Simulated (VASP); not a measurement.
Input of a VASP 6.6.1 run:

Contents of INCAR:

```
SYSTEM = Ir
PREC = Accurate
ENCUT = 600
EDIFF = 1E-6
ISMEAR = 0
SIGMA = 0.05
LREAL = .False.
LASPH = .True.
NELM = 80
ALGO = Normal
ISIF = 3
LWAVE = .False.
LCHARG = .False.
GGA = PS
IBRION = 2
NSW = 50
EDIFFG = -0.01
```

Contents of KPOINTS:

```
regular mesh
0
Gamma
  21 21 21
  0 0 0
```

File POSCAR:

```
Ir
1.0
    0.0000000000      1.9156000000      1.9156000000
    1.9156000000      0.0000000000      1.9156000000
    1.9156000000      1.9156000000      0.0000000000
Ir
1
Direct
    0.0000000000      0.0000000000      0.0000000000
```

Potentials or basis: VASP PAW PBE potentials, release 64 (Ir).

Launch:

```console
$ cat potpaw_PBE.64/Ir/POTCAR > POTCAR
$ mpirun -np 1 vasp_std > vasp.out
```

What does it give for the relaxed volume?

14.09 Å³/atom.

Estimate the space group after relaxing (to 0.05 Å).

Fm-3m (No. 225).

Final structure:
```xyz
1
Lattice="0.0000 1.9169 1.9169 1.9169 0.0000 1.9169 1.9169 1.9169 0.0000" Properties=species:S:1:pos:R:3 pbc="T T T"
Ir    0.0000    0.0000    0.0000
```

Caveat: the PAW data sets were made with another functional, which shifts forces and pressure a little.
